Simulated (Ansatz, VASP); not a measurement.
One calculation of Cs, two programs

Contents of INCAR:

```
PREC = Accurate ; ENCUT = 520
EDIFF = 1E-7 ; ISMEAR = 0
SIGMA = 0.15 ; LREAL = F
LASPH = T ; NELM = 60
ALGO = Fast ; ISIF = 2
LWAVE = F ; LCHARG = F
GGA = PS ; NBANDS = 10
```

KPOINTS

```
Automatic mesh
0
Gamma
  12 12 12
```

File POSCAR:

```
Cs
1.0
   -3.0980625000      3.0980625000      3.1736250000
    3.0980625000     -3.0980625000      3.1736250000
    3.0980625000      3.0980625000     -3.1736250000
Cs
1
Direct
    0.0000000000      0.0000000000      0.0000000000
```

Input for Ansatz:

```yaml
crystal:
  lattice:
    - [-3.0980625, 3.0980625, 3.173625]
    - [3.0980625, -3.0980625, 3.173625]
    - [3.0980625, 3.0980625, -3.173625]
  atoms:
    - { symbol: Cs, position: [0.0, 0.0, 0.0] }
basis:
  ecutwfc: 420
kpoints:
  mp_grid: { grid: [12, 12, 12] }
hamiltonian:
  xc: pbesol
scf:
  occupations: { method: gaussian, width: 0.15 }
output:
  forces: true
  stress: true
  eigenvalues: true
```

Change from the starting cell: strain +0.025 along x and y, +0.050 along z, atoms carried along.

Alike in both runs: task single point; functional PBEsol; k mesh 12 × 12 × 12; occupations gaussian, width 0.15 eV; no spin polarisation.

|  | VASP | Ansatz |
| --- | --- | --- |
| version | VASP 6.6.1 | Ansatz 0.2.0 |
| potentials or method | VASP PAW PBE potentials, release 64 (Cs_sv), cutoff 520 eV | scalar-relativistic, plane waves, PAW |
| valence electrons in the cell | 9 | 9 |

|  | VASP | Ansatz | Ansatz less VASP |
| --- | --- | --- | --- |
| gap on the k mesh at the Fermi level (eV) | none | none | - |
| pressure (GPa) | -0.2 | -0.2 | +0.01 |

VASP's potentials were made for PBE, not for PBEsol. A gap of «none» marks a metal or a gap that the smearing closes. With one functional, cell and mesh, what is left measures potentials, basis and numerics.

Neither program's run includes spin-orbit coupling.
